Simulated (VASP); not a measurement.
# NdHf (P4/nmm) in VASP: notebook

The runs below take NdHf through single point, with PBE.

All numbers are computed with VASP 6.6.1; they aren't measurements. Logs are shortened: lines on timing, memory, paths and dates and some standing lists are left out, and cuts for length are marked.

**1. The cell of the first run**

It takes space group P4/nmm (No. 129, tetragonal). Conventional cell: a = 3.311 Å, b = 3.311 Å, c = 10.246 Å, α = 90.00°, β = 90.00°, γ = 90.00°. Within 4.4 Å of Nd (site symmetry 4mm) lie 8 Nd at 3.31 to 3.87 Å and 4 Hf at 3.47 Å. Hf (site symmetry 4mm) has 8 Hf at 3.11 to 3.31 Å and 4 Nd at 3.47 Å within 4.1 Å.

**2. Single point, PBE**

INCAR reads:

```
  ALGO = Normal
  EDIFF = 1E-6
  ENCUT = 500
  GGA = PE
  GGA_COMPAT = False
  ISIF = 2
  ISMEAR = 0
  LASPH = True
  LCHARG = True
  LELF = True
  LMAXMIX = 6
  LREAL = False
  LVHAR = True
  LWAVE = False
  NBANDS = 52
  NELM = 200
  PREC = Accurate
  SIGMA = 0.2
```

KPOINTS reads:

```
k-points
0
Gamma
  6 6 1
```

POSCAR reads:

```
NdHf
1.0
    3.3114572364      0.0000000000      0.0000000000
    0.0000000000      3.3114572364      0.0000000000
    0.0000000000      0.0000000000     20.4920314249
Nd Hf
4 4
Direct
    0.0000000000      0.5000000000      0.0751460862
    0.0000000000      0.5000000000      0.5751460862
    0.5000000000      1.0000000000      0.4248539138
    0.5000000000      1.0000000000      0.9248539138
    0.0000000000      0.5000000000      0.2998090185
    0.0000000000      0.5000000000      0.7998090185
    0.5000000000      0.0000000000      0.2001909815
    0.5000000000      0.0000000000      0.7001909815
```

Potentials or basis: VASP PAW PBE potentials, release 64 (Nd_3, Hf_pv), 4f in core.

Launch:

```console
cat potpaw_PBE.64/Nd_3/POTCAR potpaw_PBE.64/Hf_pv/POTCAR > POTCAR
mpirun -np 1 vasp_std > vasp.out
```

OUTCAR:

```text
EDIFF = 1E-6
   ENCUT = 500
   GGA = PE
   ISIF = 2
   ISMEAR = 0
   LASPH = True
   LREAL = False
   NELM = 200
   PREC = Accurate

 ion  position               nearest neighbor table
   1  0.000  0.500  0.075-   7 3.47   7 3.47   7 3.47   7 3.47
   2  0.000  0.500  0.575-   8 3.47   8 3.47   8 3.47   8 3.47
   3  0.500  0.000  0.425-   5 3.47   5 3.47   5 3.47   5 3.47
   4  0.500  0.000  0.925-   6 3.47   6 3.47   6 3.47   6 3.47
   5  0.000  0.500  0.300-   7 3.11   7 3.11   7 3.11   7 3.11   3 3.47   3 3.47   3 3.47   3 3.47

   6  0.000  0.500  0.800-   8 3.11   8 3.11   8 3.11   8 3.11   4 3.47   4 3.47   4 3.47   4 3.47

   7  0.500  0.000  0.200-   5 3.11   5 3.11   5 3.11   5 3.11   1 3.47   1 3.47   1 3.47   1 3.47

   8  0.500  0.000  0.700-   6 3.11   6 3.11   6 3.11   6 3.11   2 3.47   2 3.47   2 3.47   2 3.47

  LATTYP: Found a simple tetragonal cell.
 ALAT       =     3.3114572364
 C/A-ratio  =     6.1882216686

  Lattice vectors:

 A1 = (   3.3114572364,   0.0000000000,   0.0000000000)
 A2 = (   0.0000000000,   3.3114572364,   0.0000000000)
 A3 = (   0.0000000000,   0.0000000000,  20.4920314249)

Analysis of symmetry for initial positions (statically):
=====================================================================
 Subroutine PRICEL returns following result:

  LATTYP: Found a simple tetragonal cell.
 ALAT       =     3.3114572364
 C/A-ratio  =     3.0941108343

  Lattice vectors:

 A1 = (   3.3114572364,   0.0000000000,   0.0000000000)
 A2 = (   0.0000000000,   3.3114572364,   0.0000000000)
 A3 = (   0.0000000000,   0.0000000000,  10.2460157124)

   2 primitive cells build up your supercell.

 Routine SETGRP: Setting up the symmetry group for a
 simple tetragonal supercell.

 Subroutine GETGRP returns: Found 16 space group operations
 (whereof  8 operations were pure point group operations)
 out of a pool of 16 trial point group operations.

The static configuration has the point symmetry D_2d.
 The point group associated with its full space group is D_4h.

Analysis of symmetry for dynamics (positions and initial velocities):
=====================================================================
 Subroutine PRICEL returns following result:

  LATTYP: Found a simple tetragonal cell.
 ALAT       =     3.3114572364
 C/A-ratio  =     3.0941108343

  Lattice vectors:

 A1 = (   3.3114572364,   0.0000000000,   0.0000000000)
 A2 = (   0.0000000000,   3.3114572364,   0.0000000000)
 A3 = (   0.0000000000,   0.0000000000,  10.2460157124)

   2 primitive cells build up your supercell.

 Routine SETGRP: Setting up the symmetry group for a
 simple tetragonal supercell.

 Subroutine GETGRP returns: Found 16 space group operations
 (whereof  8 operations were pure point group operations)
 out of a pool of 16 trial point group operations.

The dynamic configuration has the point symmetry D_2d.
 The point group associated with its full space group is D_4h.

 Subroutine INISYM returns: Found 16 space group operations
 (whereof  8 operations are pure point group operations),
 and found     2 'primitive' translations

----------------------------------------------------------------------------------------

                                     Primitive cell

  volume of cell :     112.3552

  direct lattice vectors                    reciprocal lattice vectors
     3.311457236  0.000000000  0.000000000     0.301981855  0.000000000  0.000000000
     0.000000000  3.311457236  0.000000000     0.000000000  0.301981855  0.000000000
     0.000000000  0.000000000 10.246015712     0.000000000  0.000000000  0.097598913

  length of vectors
     3.311457236  3.311457236 10.246015712     0.301981855  0.301981855  0.097598913

  position of ions in fractional coordinates (direct lattice)
     0.000000000  0.500000000  0.150292172
     0.500000000  0.000000000  0.849707828
     0.000000000  0.500000000  0.599618037
     0.500000000  0.000000000  0.400381963

  ion indices of the primitive-cell ions
   primitive index   ion index
                 1           1
                 2           4
                 3           5
                 4           7

----------------------------------------------------------------------------------------

 KPOINTS: k-points

Automatic generation of k-mesh.
 Grid dimensions read from file:
 generate k-points for:    6    6    1

 Generating k-lattice:

  Cartesian coordinates                     Fractional coordinates (reciprocal lattice)
     0.050330309  0.000000000  0.000000000     0.166666667  0.000000000  0.000000000
     0.000000000  0.050330309  0.000000000     0.000000000  0.166666667  0.000000000
     0.000000000  0.000000000  0.048799457     0.000000000  0.000000000  1.000000000

  Length of vectors
     0.050330309  0.050330309  0.048799457

  Shift w.r.t. Gamma in fractional coordinates (k-lattice)
     0.000000000  0.000000000  0.000000000

 Subroutine IBZKPT returns following result:
 ===========================================

 Found     10 irreducible k-points:

 Following reciprocal coordinates:
            Coordinates               Weight
  0.000000  0.000000  0.000000      1.000000
  0.166667  0.000000  0.000000      4.000000
  0.333333  0.000000  0.000000      4.000000
  0.500000  0.000000  0.000000      2.000000
  0.166667  0.166667  0.000000      4.000000
  0.333333  0.166667  0.000000      8.000000
  0.500000  0.166667  0.000000      4.000000
  0.333333  0.333333  0.000000      4.000000
  0.500000  0.333333  0.000000      4.000000
  0.500000  0.500000  0.000000      1.000000
   k-points           NKPTS =     10   k-points in BZ     NKDIM =     10   number of bands    NBANDS=     52
   number of dos      NEDOS =    301   number of ions     NIONS =      8
   total plane-waves  NPLWV =  86400
   dimension x,y,z NGX =    24 NGY =   24 NGZ =  150
   dimension x,y,z NGXF=    48 NGYF=   48 NGZF=  300
   ions per type =               4   4
   NGX,Y,Z   is equivalent  to a cutoff of  12.05, 12.05, 12.17 a.u.
   NGXF,Y,Z  is equivalent  to a cutoff of  24.10, 24.10, 24.34 a.u.
 SYSTEM =  unknown system
   PREC   = accura    normal or accurate (medium, high low for compatibility)
   ISTART =      0    job   : 0-new  1-cont  2-samecut
   ICHARG =      2    charge: 1-file 2-atom 10-const
   ISPIN  =      1    spin polarized calculation?
   LNONCOLLINEAR =      F non collinear calculations
   LSORBIT =      F    spin-orbit coupling
   LASPH  =      T    aspherical Exc in radial PAW
   ENCUT  =  500.0 eV  36.75 Ry    6.06 a.u.   6.04  6.04 37.36*2*pi/ulx,y,z
   NELM   =    200;   NELMIN=  2; NELMDL= -5     # of ELM steps
   EDIFF  = 0.1E-05   stopping-criterion for ELM
   LREAL  =      F    real-space projection
   EDIFFG = 0.1E-04   stopping-criterion for IOM
   NSW    =      0    number of steps for IOM
   IBRION =     -1    ionic relax: 0-MD 1-quasi-New 2-CG
   NFREE  =      0    steps in history (QN), initial steepest desc. (CG)
   ISIF   =      2    stress and relaxation
   ISYM   =      2    0-nonsym 1-usesym 2-fastsym
   POTIM  = 0.5000    time-step for ionic-motion
   TEBEG  =    0.0;   TEEND  =   0.0 temperature during run
   PSTRESS=    0.0 pullay stress
   NELECT =      84.0000    total number of electrons
   NUPDOWN=      -1.0000    fix difference up-down
   EMIN   =  10.00;   EMAX   =-10.00  energy-range for DOS
   EFERMI =   0.00;   METHOD = LEGACY
   ISMEAR =     0;   SIGMA  =   0.20  broadening in eV -4-tet -1-fermi 0-gaus
   EFERMI_NEDOS =   21; number of points for ismear=-14 and -15
   IALGO  =     38    algorithm
   IMIX   =      4    mixing-type and parameters
     AMIX     =   0.40;   BMIX     =  1.00
     AMIX_MAG =   1.60;   BMIX_MAG =  1.00
  volume/ion in A,a.u.               =      28.09       189.55
  Fermi-wavevector in a.u.,A,eV,Ry     =   1.179307  2.228567 18.922502  1.390765
  Thomas-Fermi vector in A             =   2.315620
   LORBIT       =      0    0 simple, 1 ext, 2 COOP (PROOUT), +10 PAW based schemes
   GGA     = PE    functional components
   LHFCALC =     F    Hartree Fock is set to
   AEXX    =    0.0000 exact exchange contribution
   IVDW    =     0    specifies the selected vdW correction
   LEPSILON=     F    determine dielectric tensor
   LRPA    =     F    only Hartree local field effects (RPA)
 non-spin polarized calculation
 Gauss-broadening in eV      SIGMA  =   0.20
  energy-cutoff  :      500.00
  volume of cell :      224.71
 maximum number of plane-waves:      5748
   NGX = 13   NGY = 13   NGZ = 75

 number of electron      84.0000005 magnetization

 Free energy of the ion-electron system (eV)
  ---------------------------------------------------
  ext. energy  EPLUGINS =         0.00000000
  ---------------------------------------------------
  free energy    TOTEN  =       -57.47578642 eV

  energy without entropy =      -57.23664793  energy(sigma->0) =      -57.35621718

 E-fermi :   4.0301     XC(G=0): -10.4263

 val. band max:        4.0138565856   @ k =   0.0000   0.0000   0.0000
 cond. band min:       4.0524154277   @ k =   0.5000   0.0000   0.0000
 fundamental gap:      0.0385588421
 Fermi energy:         4.0301230735

 k-point     1 :       0.0000    0.0000    0.0000
  band No.  band energies     occupation
      1     -33.6820      2.00000
      2     -33.6820      2.00000
      3     -33.6384      2.00000
      4     -33.6384      2.00000
      5     -26.8216      2.00000
      6     -26.8216      2.00000
[... 44 lines left out ...]
     51       5.6606      0.00000
     52       5.8359      0.00000

 k-point     2 :       0.1667    0.0000    0.0000
  band No.  band energies     occupation
      1     -33.6458      2.00000
      2     -33.6458      2.00000
      3     -33.6077      2.00000
      4     -33.6077      2.00000
      5     -26.8179      2.00000
      6     -26.8179      2.00000
[... 44 lines left out ...]
     51       5.6401      0.00000
     52       5.6567      0.00000
[... 383 lines left out ...]
     51       6.0545      0.00000
     52       6.0545      0.00000

 k-point    10 :       0.5000    0.5000    0.0000
  band No.  band energies     occupation
      1     -33.3926      2.00000
      2     -33.3926      2.00000
      3     -33.3926      2.00000
      4     -33.3926      2.00000
      5     -26.8925      2.00000
      6     -26.8925      2.00000
[... 44 lines left out ...]
     51       6.5687      0.00000
     52       6.5687      0.00000

------------------------ aborting loop because EDIFF is reached ----------------------------------------

  FORCE on cell =-STRESS in cart. coord.  units (eV):
  Direction    XX          YY          ZZ          XY          YZ          ZX
  --------------------------------------------------------------------------------------
  -------------------------------------------------------------------------------------
  Total        0.5165191      0.5165191     -0.2758814      0.0000000      0.0000000      0.0000000
  in kB        3.6827620      3.6827620     -1.9670240      0.0000000      0.0000000      0.0000000
  external PRESSURE =       1.7995000 kB  Pullay stress =       0.0000000 kB

 VOLUME and BASIS-vectors are now :
 -----------------------------------------------------------------------------
  energy-cutoff  :      500.00
  volume of cell :      224.71
      direct lattice vectors                 reciprocal lattice vectors
     3.311457236  0.000000000  0.000000000     0.301981855  0.000000000  0.000000000
     0.000000000  3.311457236  0.000000000     0.000000000  0.301981855  0.000000000
     0.000000000  0.000000000 20.492031425     0.000000000  0.000000000  0.048799457

 POSITION                                       TOTAL-FORCE (eV/Angst)
 -----------------------------------------------------------------------------------
      0.00000      1.65573      1.53990         0.000000      0.000000     -0.025820
      0.00000      1.65573     11.78591        -0.000000      0.000000     -0.025820
      1.65573      0.00000      8.70612         0.000000      0.000000      0.025820
      1.65573      0.00000     18.95214         0.000000     -0.000000      0.025820
      0.00000      1.65573      6.14370         0.000000     -0.000000     -0.073457
      0.00000      1.65573     16.38971         0.000000     -0.000000     -0.073457
      1.65573      0.00000      4.10232        -0.000000      0.000000      0.073457
      1.65573      0.00000     14.34834        -0.000000      0.000000      0.073457
 -----------------------------------------------------------------------------------
    total drift:                                0.000000     -0.000000      0.000000

  FREE ENERGIE OF THE ION-ELECTRON SYSTEM (eV)
  ---------------------------------------------------
  free  energy   TOTEN  =       -57.4757864208 eV

  energy  without entropy=      -57.2366479337  energy(sigma->0) =      -57.35621718
```

Run time: 82 s. Hardware: 1 thread of Intel Xeon 6975P-C (Granite Rapids), shared host; peak memory 0.31 GiB.

What came out:

```yaml
Free_energy: -57.4758 eV
Pressure: 0.2 GPa
Largest_force: 0.073 eV/Å
Band_gap_on_the_k_mesh: zero (bands 42 and 43 overlap by 1.20 eV)
```

Forces on the atoms (eV/Å):
```
Nd   0.000  0.000 -0.026
Nd   0.000  0.000 -0.026
Nd   0.000  0.000  0.026
Nd   0.000  0.000  0.026
Hf   0.000  0.000 -0.073
Hf   0.000  0.000 -0.073
Hf   0.000  0.000  0.073
Hf   0.000  0.000  0.073
```

Levels at points of the mesh, in eV from the Fermi level:
```tsv
k point	band 39	band 40	band 41	band 42	band 43	band 44	band 45	band 46
(0.00, 0.00, 0.00)	-1.02	-0.58	-0.56	-0.02	0.71	0.81	0.96	1.07
(0.50, 0.00, 0.00)	0.02	0.02	0.22	0.22	0.27	0.27	0.95	0.95
(0.50, 0.50, 0.00)	-1.34	-1.34	-1.09	-1.09	-0.08	-0.08	-0.06	-0.06
```

Caveat: spin-orbit coupling is left out, which moves the levels of the heavy elements; the 4f electrons are frozen in the core, so they carry no moment and show no levels.

**3. Single point, PBE (24.72 Å³/atom)**

INCAR reads:

```
PREC = Accurate
ENCUT = 500
EDIFF = 1E-6
ISMEAR = 0
SIGMA = 0.1
LREAL = F
LASPH = T
NELM = 200
ALGO = Normal
ISIF = 2
LWAVE = F
LCHARG = F
GGA = PE
NBANDS = 29
GGA_COMPAT = F
LMAXMIX = 6
```

KPOINTS reads:

```
regular mesh
0
Gamma
  10 10 4
```

POSCAR reads:

```
NdHf
1.0
    3.2095880705      0.0000000000      0.0000000000
    0.0000000000      3.2095880705      0.0000000000
    0.0000000000      0.0000000000      9.5979260052
Nd Hf
2 2
Direct
    0.0000000000      0.5000000000      0.1429805985
    0.5000000000      0.0000000000      0.8570194015
    0.0000000000      0.5000000000      0.6057467651
    0.5000000000      0.0000000000      0.3942532349
```

Potentials or basis: VASP PAW PBE potentials, release 64 (Nd_3, Hf_pv), 4f in core.

Launch:

```console
cat potpaw_PBE.64/Nd_3/POTCAR potpaw_PBE.64/Hf_pv/POTCAR > POTCAR
mpirun -np 1 vasp_std > vasp.out
```

It took 67 s on 1 thread of Intel Xeon 6975P-C (Granite Rapids), shared host; peak memory 0.3 GiB.

The run converged. Its results:

```yaml
Free_energy: -28.3714 eV
Pressure: 8.4 GPa
Largest_force: 0.098 eV/Å
Band_gap_on_the_k_mesh: zero (bands 21 and 22 overlap by 2.02 eV)
```

Forces on the atoms (eV/Å):
```
Nd   0.000  0.000 -0.041
Nd   0.000  0.000  0.041
Hf   0.000  0.000 -0.098
Hf   0.000  0.000  0.098
```

Stress tensor (GPa, compression positive):
```
8.34 0.00 0.00
0.00 8.34 0.00
0.00 0.00 8.51
```

Levels at points of the mesh, in eV from the Fermi level:
| k point | band 17 | band 18 | band 19 | band 20 | band 21 | band 22 | band 23 | band 24 | band 25 | band 26 |
| --- | --- | --- | --- | --- | --- | --- | --- | --- | --- | --- |
| (0.00, 0.00, 0.00) | -2.71 | -2.57 | -2.12 | -0.78 | -0.75 | 1.24 | 1.24 | 1.26 | 1.55 | 1.55 |
| (0.50, 0.00, 0.00) | -1.37 | -1.37 | -0.36 | -0.36 | 0.14 | 0.14 | 1.21 | 1.21 | 1.24 | 1.24 |
| (0.50, 0.50, 0.00) | -2.08 | -2.08 | -1.78 | -1.78 | -0.13 | -0.13 | -0.06 | -0.06 | 2.69 | 2.69 |
| (0.00, 0.00, 0.50) | -2.70 | -2.32 | -2.00 | -1.43 | 0.11 | 0.86 | 1.71 | 1.71 | 1.80 | 2.28 |
| (0.50, 0.00, 0.50) | -1.81 | -1.81 | 0.21 | 0.21 | 0.39 | 0.39 | 0.97 | 0.97 | 1.32 | 1.32 |
| (0.50, 0.50, 0.50) | -2.35 | -2.35 | -1.55 | -1.55 | -1.54 | -1.54 | 1.44 | 1.44 | 2.96 | 2.96 |

Caveat: the cell stands under pressure; spin-orbit coupling is left out, which moves the levels of the heavy elements; the 4f electrons are frozen in the core, so they carry no moment and show no levels.

The gap in the log of VASP goes by the Fermi energy; the results here count the filled bands.